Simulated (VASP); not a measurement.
A run of VASP 6.6.1 is set up as follows.

Contents of INCAR:

```
PREC = Accurate
ENCUT = 600
EDIFF = 1E-6
ISMEAR = 0
SIGMA = 0.02
LREAL = False
LASPH = True
NELM = 100
ALGO = Normal
ISIF = 3
LWAVE = False
LCHARG = False
GGA = PS
IBRION = 2
NSW = 100
EDIFFG = -0.005
```

KPOINTS

```
Automatic mesh
0
Gamma
  6 8 4
```

POSCAR

```
Al3GaN4
1.0
    5.0376935905      0.0000000000      0.0000000000
    0.0000000000      3.1254377800      0.0000000000
   -0.0033559659      0.0000000000      5.4111720837
Al Ga N
3 1 4
Direct
    0.5000987300      0.5000000000      0.1672803900
    0.0007635700      0.5000000000      0.8349643100
    0.0008865500      0.0000000000      0.3315828000
    0.4997148900      0.0000000000      0.6661637400
    0.1101354300      0.0000000000      0.6662955400
    0.1225865200      0.5000000000      0.1671738600
    0.6259035500      0.5000000000      0.8412775200
    0.6235097600      0.0000000000      0.3252628400
```

Potentials or basis: VASP PAW PBE potentials, release 64 (Al, Ga_d, N).

Command:

```console
$ cat potpaw_PBE.64/Al/POTCAR potpaw_PBE.64/Ga_d/POTCAR potpaw_PBE.64/N/POTCAR > POTCAR
$ mpirun -np 1 vasp_std > vasp.out
```

Q: Estimate the relaxed volume.

A: 10.68 Å³/atom.

Q: Predict the relaxed cell.

A: a = 5.042 Å, b = 3.129 Å, c = 5.416 Å, α = 90.00°, β = 90.04°, γ = 90.00°.

Q: Estimate the band gap on the k mesh.

A: 3.50 eV.

Q: Estimate the space group after relaxing (to 0.1 Å).

A: Pm (No. 6).

Final structure:
```yaml
crystal:
  lattice:
    - [5.04181, 0.00000, -0.00004]
    - [0.00000, 3.12920, 0.00000]
    - [-0.00340, 0.00000, 5.41617]
  atoms:
    - { symbol: Al, position: [0.50027, 0.50000, 0.16734] }
    - { symbol: Al, position: [0.00094, 0.50000, 0.83478] }
    - { symbol: Al, position: [0.00106, 0.00000, 0.33171] }
    - { symbol: Ga, position: [0.49942, 0.00000, 0.66622] }
    - { symbol: N, position: [0.11129, 0.00000, 0.66632] }
    - { symbol: N, position: [0.12241, 0.50000, 0.16717] }
    - { symbol: N, position: [0.62506, 0.50000, 0.84012] }
    - { symbol: N, position: [0.62314, 0.00000, 0.32635] }
```

Caveat: the PAW data sets were made with another functional, which shifts forces and pressure a little. A k mesh can miss the band edges.
